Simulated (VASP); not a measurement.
The system is AlGa2N3.

```
CELL_PARAMETERS angstrom
3.20057 0.00000 0.00000
-1.60029 2.77178 0.00000
0.00000 0.00000 15.39218
ATOMIC_POSITIONS crystal
Al 0.33333 0.66667 0.33308
Al 0.66667 0.33333 0.16641
N 0.33333 0.66667 0.12692
N 0.66667 0.33333 0.29359
N 0.33333 0.66667 0.46026
N 0.66667 0.33333 0.62692
N 0.33333 0.66667 0.79359
N 0.66667 0.33333 0.96026
Ga 0.33333 0.66667 0.66641
Ga 0.66667 0.33333 0.49974
Ga 0.33333 0.66667 0.99974
Ga 0.66667 0.33333 0.83308
```

* Program: VASP 6.6.1
* Task: relaxation of cell and atoms
* Functional: PBE
* Potentials or basis: VASP PAW PBE potentials, release 64 (Al, N, Ga_d)
* Cutoff: 600 eV
* k mesh: 12 × 12 × 2
* Occupations: gaussian, width 0.02 eV
* Spin: no spin polarisation

At the start: pressure 0.1 GPa; volume 11.38 Å³/atom.

Task: How do energy, volume and symmetry change on relaxing?

Result: Over 12 steps the energy falls by 10.0 meV/atom; space group P3m1 (No. 156, to 0.1 Å) before and after.

The path:
| step | energy change (eV) | largest force (eV/Å) | pressure (GPa) | volume (Å³) |
| --- | --- | --- | --- | --- |
| 1 | 0.0000 | 1.0597 | 0.11 | 136.55 |
| 2 | -0.0602 | 0.5828 | -0.16 | 136.70 |
| 3 | -0.0606 | 0.6237 | -0.14 | 136.71 |
| 4 | -0.0970 | 0.3061 | -0.08 | 136.59 |
| 5 | -0.0986 | 0.3917 | -0.02 | 136.56 |
| 6 | -0.1104 | 0.2101 | 0.03 | 136.50 |
| 7 | -0.1126 | 0.2777 | 0.06 | 136.46 |
| 8 | -0.1195 | 0.0689 | 0.02 | 136.48 |
| 9 | -0.1198 | 0.0488 | 0.00 | 136.48 |
| 10 | -0.1199 | 0.0255 | 0.03 | 136.48 |
| 11 | -0.1199 | 0.0205 | 0.02 | 136.48 |
| 12 | -0.1199 | 0.0065 | -0.04 | 136.50 |

Final structure:
```
Al N Ga
1.0
     3.18694    0.00000    0.00000
    -1.59347    2.75997    0.00000
     0.00000    0.00000   15.51890
Al N Ga
2 6 4
Direct
  0.33333 0.66667 0.33041
  0.66667 0.33333 0.16990
  0.33333 0.66667 0.13280
  0.66667 0.33333 0.29275
  0.33333 0.66667 0.45326
  0.66667 0.33333 0.62349
  0.33333 0.66667 0.79305
  0.66667 0.33333 0.96264
  0.33333 0.66667 0.66555
  0.66667 0.33333 0.49607
  0.33333 0.66667 0.00492
  0.66667 0.33333 0.83515
```
